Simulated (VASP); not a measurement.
# HfC in VASP: further runs, part 2 of 2

VASP 6.6.1. The steps go on from the part before.

### Step 3. Single point, PBE

Contents of INCAR:

```
PREC = Accurate
ENCUT = 520
EDIFF = 1E-6
ISMEAR = 0
SIGMA = 0.1
LREAL = False
LASPH = True
NELM = 60
ALGO = Normal
ISIF = 2
LWAVE = False
LCHARG = True
LDIPOL = True
IDIPOL = 3
DIPOL = 0.5 0.5 0.497
GGA = PE
LELF = True
LVHAR = True
LVACPOTAV = True
NBANDS = 30
```

Contents of KPOINTS:

```
Automatic mesh
0
Gamma
  9 9 1
```

Contents of POSCAR:

```
HfC
1.0
    3.2891025570      0.0000000000      0.0000000000
    0.0000000000      3.2891025570      0.0000000000
    0.0000000000      0.0000000000     18.6514934442
Hf C
3 3
Direct
    0.0000000000      0.0000000000      0.3753050672
    0.5000000000      0.5000000000      0.4967598497
    0.0000000000      0.0000000000      0.6165000251
    0.5000000000      0.5000000000      0.3753050672
    0.0000000000      0.0000000000      0.4963056723
    0.5000000000      0.5000000000      0.6210833623
```

Potentials or basis: VASP PAW PBE potentials, release 64 (Hf_pv, C).

Run with:

```console
$ cat potpaw_PBE.64/Hf_pv/POTCAR potpaw_PBE.64/C/POTCAR > POTCAR
$ mpirun -np 1 vasp_std > vasp.out
```

OUTCAR:

```text
PREC = Accurate
   ENCUT = 520
   EDIFF = 1E-6
   ISMEAR = 0
   LREAL = False
   LASPH = True
   NELM = 60
   ISIF = 2
   GGA = PE

 ion  position               nearest neighbor table
   1  0.000  0.000  0.375-   5 2.26   4 2.33   4 2.33   4 2.33   4 2.33   2 3.25   2 3.25   2 3.25
                             2 3.25
   2  0.500  0.500  0.497-   4 2.27   6 2.32   5 2.33   5 2.33   5 2.33   5 2.33   3 3.22   3 3.22
                             3 3.22   3 3.22   1 3.25   1 3.25   1 3.25   1 3.25
   3  0.000  0.000  0.617-   5 2.24   6 2.33   6 2.33   6 2.33   6 2.33   2 3.22   2 3.22   2 3.22
                             2 3.22
   4  0.500  0.500  0.375-   2 2.27   1 2.33   1 2.33   1 2.33   1 2.33
   5  0.000  0.000  0.496-   3 2.24   1 2.26   2 2.33   2 2.33   2 2.33   2 2.33
   6  0.500  0.500  0.621-   2 2.32   3 2.33   3 2.33   3 2.33   3 2.33

  LATTYP: Found a simple tetragonal cell.
 ALAT       =     3.2891025570
 C/A-ratio  =     5.6706937899

  Lattice vectors:

 A1 = (   3.2891025570,   0.0000000000,   0.0000000000)
 A2 = (   0.0000000000,   3.2891025570,   0.0000000000)
 A3 = (   0.0000000000,   0.0000000000,  18.6514934442)

Analysis of symmetry for initial positions (statically):
=====================================================================
 Subroutine PRICEL returns:
 Original cell was already a primitive cell.

 Routine SETGRP: Setting up the symmetry group for a
 simple tetragonal supercell.

 Subroutine GETGRP returns: Found  8 space group operations
 (whereof  8 operations were pure point group operations)
 out of a pool of 16 trial point group operations.

The static configuration has the point symmetry C_4v.

Analysis of symmetry for dynamics (positions and initial velocities):
=====================================================================
 Subroutine PRICEL returns:
 Original cell was already a primitive cell.

 Routine SETGRP: Setting up the symmetry group for a
 simple tetragonal supercell.

 Subroutine GETGRP returns: Found  8 space group operations
 (whereof  8 operations were pure point group operations)
 out of a pool of 16 trial point group operations.

The dynamic configuration has the point symmetry C_4v.

[... 125 lines left out ...]
   LEPSILON=     F    determine dielectric tensor
   LRPA    =     F    only Hartree local field effects (RPA)
 non-spin polarized calculation
 Gauss-broadening in eV      SIGMA  =   0.10
  energy-cutoff  :      520.00
  volume of cell :      201.78
 maximum number of plane-waves:      5476
   NGX = 13   NGY = 13   NGZ = 69

 dipolmoment           0.000000      0.000000     -0.044236 electrons x Angstroem

 number of electron      42.0000009 magnetization

 dipolmoment           0.000000      0.000000      0.016222 electrons x Angstroem

 Free energy of the ion-electron system (eV)
  ---------------------------------------------------
  ext. energy  EPLUGINS =         0.00000000
  ---------------------------------------------------
  free energy    TOTEN  =       -60.72210326 eV

  energy without entropy =      -60.71543032  energy(sigma->0) =      -60.71876679

 E-fermi :   0.0066     XC(G=0):  -5.5345

 val. band max:       -0.0918724688   @ k =   0.4444   0.4444   0.0000
 cond. band min:       0.0179438099   @ k =   0.0000   0.0000   0.0000
 fundamental gap:      0.1098162787
 Fermi energy:         0.0065917984

 k-point     1 :       0.0000    0.0000    0.0000
  band No.  band energies     occupation
      1     -30.5069      2.00000
      2     -30.3762      2.00000
      3     -29.9914      2.00000
      4     -29.9914      2.00000
      5     -29.8825      2.00000
      6     -29.8825      2.00000
[... 484 lines left out ...]
     29       5.6275      0.00000
     30       6.4514      0.00000

------------------------ aborting loop because EDIFF is reached ----------------------------------------

  FORCE on cell =-STRESS in cart. coord.  units (eV):
  Direction    XX          YY          ZZ          XY          YZ          ZX
  --------------------------------------------------------------------------------------
  -------------------------------------------------------------------------------------
  Total       -4.2027448     -4.2027448     -0.4542968      0.0000000      0.0000000      0.0000000
  in kB      -33.3714564    -33.3714564     -3.6072961      0.0000000      0.0000000      0.0000000
  external PRESSURE =     -23.4500697 kB  Pullay stress =       0.0000000 kB

 VOLUME and BASIS-vectors are now :
 -----------------------------------------------------------------------------
  energy-cutoff  :      520.00
  volume of cell :      201.78
      direct lattice vectors                 reciprocal lattice vectors
     3.289102557  0.000000000  0.000000000     0.304034302  0.000000000  0.000000000
     0.000000000  3.289102557  0.000000000     0.000000000  0.304034302  0.000000000
     0.000000000  0.000000000 18.651493444     0.000000000  0.000000000  0.053615010

 POSITION                                       TOTAL-FORCE (eV/Angst)
 -----------------------------------------------------------------------------------
      0.00000      0.00000      7.00000         0.000000     -0.000000      0.776294
      1.64455      1.64455      9.26531         0.000000      0.000000     -0.006395
      0.00000      0.00000     11.49865         0.000000      0.000000     -0.046146
      1.64455      1.64455      7.00000         0.000000      0.000000     -0.677133
      0.00000      0.00000      9.25684        -0.000000      0.000000     -0.001165
      1.64455      1.64455     11.58413         0.000000      0.000000     -0.045455
 -----------------------------------------------------------------------------------
    total drift:                                0.000000     -0.000000      0.000010

  FREE ENERGIE OF THE ION-ELECTRON SYSTEM (eV)
  ---------------------------------------------------
  free  energy   TOTEN  =       -60.7221032621 eV

  energy  without entropy=      -60.7154303189  energy(sigma->0) =      -60.71876679

 vacuum level on the upper side and lower side of the slab         3.802         3.530
```

stdout:

```text
POSCAR found type information on POSCAR HfC
 POSCAR found :  2 types and       6 ions
 scaLAPACK will be used
 LDA part: xc-table for (Slater+PW92), standard interpolation
 POSCAR, INCAR and KPOINTS ok, starting setup
 FFT: planning ... GRIDC
 FFT: planning ... GRID_SOFT
 FFT: planning ... GRID
 WAVECAR not read
 entering main loop
 -----------------------------------------------------------------------------
|                                                                             |
|           W    W    AA    RRRRR   N    N  II  N    N   GGGG   !!!           |
|           W    W   A  A   R    R  NN   N  II  NN   N  G    G  !!!           |
|           W    W  A    A  R    R  N N  N  II  N N  N  G       !!!           |
|           W WW W  AAAAAA  RRRRR   N  N N  II  N  N N  G  GGG   !            |
|           WW  WW  A    A  R   R   N   NN  II  N   NN  G    G                |
|           W    W  A    A  R    R  N    N  II  N    N   GGGG   !!!           |
|                                                                             |
|     Did not find any points to average over, which means that no vacuum     |
|     field-free region was found. Please increase the size of  your cell     |
|     in the dimension of the dipole correction to obtain accurate            |
|     workfunction values.                                                    |
|                                                                             |
 -----------------------------------------------------------------------------
```

It took 2.5 min on 1 thread of AMD EPYC 7R13 (Zen 3), shared host; peak memory 0.27 GiB.

What came out:

```yaml
Free_energy: -60.7221 eV
Largest_force: 0.776 eV/Å
Band_gap_on_the_k_mesh: zero (band 21 reaches 0.11 eV, above the bottom of band 22 at -0.09 eV)
```

Forces in eV/Å, atoms in the order of the input:
```
Hf   0.000  0.000  0.776
Hf   0.000  0.000 -0.006
Hf   0.000  0.000 -0.046
C    0.000  0.000 -0.677
C    0.000  0.000 -0.001
C    0.000  0.000 -0.045
```

Caveat: spin-orbit coupling is left out, which moves the levels of the heavy elements.
